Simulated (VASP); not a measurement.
A run of VASP 6.6.1 is set up as follows.

INCAR

```
PREC = Accurate
ENCUT = 600
EDIFF = 1E-6
ISMEAR = 0
SIGMA = 0.1
LREAL = False
LASPH = True
NELM = 100
ALGO = Normal
ISIF = 3
LWAVE = False
LCHARG = False
GGA = PE
IBRION = 2
NSW = 90
EDIFFG = -0.04
```

The input KPOINTS:

```
regular mesh
0
Gamma
  8 8 8
```

File POSCAR:

```
C
1.0
    1.2600109800     -2.9112741200      0.0000000000
    1.2600109800      2.9112741200      0.0000000000
    0.0000000000      0.0000000000      2.2325406700
C
3
Direct
    0.6780484600      0.3219515400      0.5000000000
    0.3219515400      0.6780484600      0.5000000000
    0.5000000000      0.5000000000      0.0000000000
```

Potentials or basis: VASP PAW PBE potentials, release 64 (C).

Command:

```console
$ cat potpaw_PBE.64/C/POTCAR > POTCAR
$ mpirun -np 1 vasp_std > vasp.out
```

Problem. Predict the space group after relaxing (to 0.05 Å).

Solution. Cmmm (No. 65).

Problem. What does it give for the relaxed cell?

Solution. a = 3.278 Å, b = 3.278 Å, c = 2.462 Å, α = 90.00°, β = 90.00°, γ = 135.67°.

Problem. Predict the relaxed volume.

Solution. 6.16 Å³/atom.

Problem. Estimate the band gap on the k mesh.

Solution. Zero (band 6 reaches 12.26 eV, above the bottom of band 7 at 7.42 eV).

Final structure:
```
CELL_PARAMETERS angstrom
1.23686 -3.03614 0.00000
1.23686 3.03614 0.00000
0.00000 0.00000 2.46227
ATOMIC_POSITIONS crystal
C 0.68126 0.31874 0.50000
C 0.31874 0.68126 0.50000
C 0.50000 0.50000 0.00000
```
